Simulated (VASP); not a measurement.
Runs of VASP 6.6.1 on KCl. The structure is that of space group Fm-3m (No. 225), or close to it. The cells are those of the table. 

```csv
level,cell,k mesh,smearing,gap on the mesh (eV),pressure (GPa)
PBE,"a = 4.448, b = 4.448, c = 4.388 Å, angles 60.4, 60.4, 60.9°, 2 atoms",4 × 4 × 4,gaussian 0.01 eV,5.16,0.8
PBE,"a = 4.403, b = 4.403, c = 4.447 Å, angles 59.7, 59.7, 60.7°, 2 atoms",8 × 8 × 8,fermi-dirac 0.02 eV,5.25,1.3
PBE,"a = 4.447, b = 4.484, c = 4.484 Å, angles 59.5, 60.3, 60.3°, 2 atoms",4 × 4 × 4,gaussian 0.01 eV,5.13,0.5
r2SCAN,"a = 4.403, b = 4.403, c = 4.447 Å, angles 59.7, 59.7, 60.7°, 2 atoms",8 × 8 × 8,gaussian 0.01 eV,(a),0.5
r2SCAN,"a = 4.447 Å, angles 60.0°, 2 atoms",8 × 8 × 8,gaussian 0.01 eV,5.84,0.0
PBE,"a = 4.448, b = 4.448, c = 4.388 Å, angles 60.4, 60.4, 60.9°, 2 atoms",8 × 8 × 8,fermi-dirac 0.02 eV,5.16,0.8
PBE,"a = 4.447, b = 4.484, c = 4.484 Å, angles 59.5, 60.3, 60.3°, 2 atoms",8 × 8 × 8,fermi-dirac 0.02 eV,5.13,0.5
r2SCAN,"a = 4.447, b = 4.484, c = 4.484 Å, angles 59.5, 60.3, 60.3°, 2 atoms",8 × 8 × 8,gaussian 0.01 eV,(b),-0.3
PBE,"a = 4.447 Å, angles 60.0°, 2 atoms",8 × 8 × 8,fermi-dirac 0.02 eV,5.19,0.8
PBE,"a = 4.403, b = 4.403, c = 4.447 Å, angles 59.7, 59.7, 60.7°, 2 atoms",4 × 4 × 4,gaussian 0.01 eV,5.25,1.3
```

Alike in all rows: task single point; potentials or basis VASP PAW PBE potentials, release 64 (K_sv, Cl); no spin polarisation; cutoff (eV) 520.

Estimate the missing entries.

(a) 5.89; (b) 5.77.

Caveats: some runs use coarse meshes; the PAW data sets were made with another functional, which shifts forces and pressure a little (at least some runs).

A k mesh can miss the band edges.
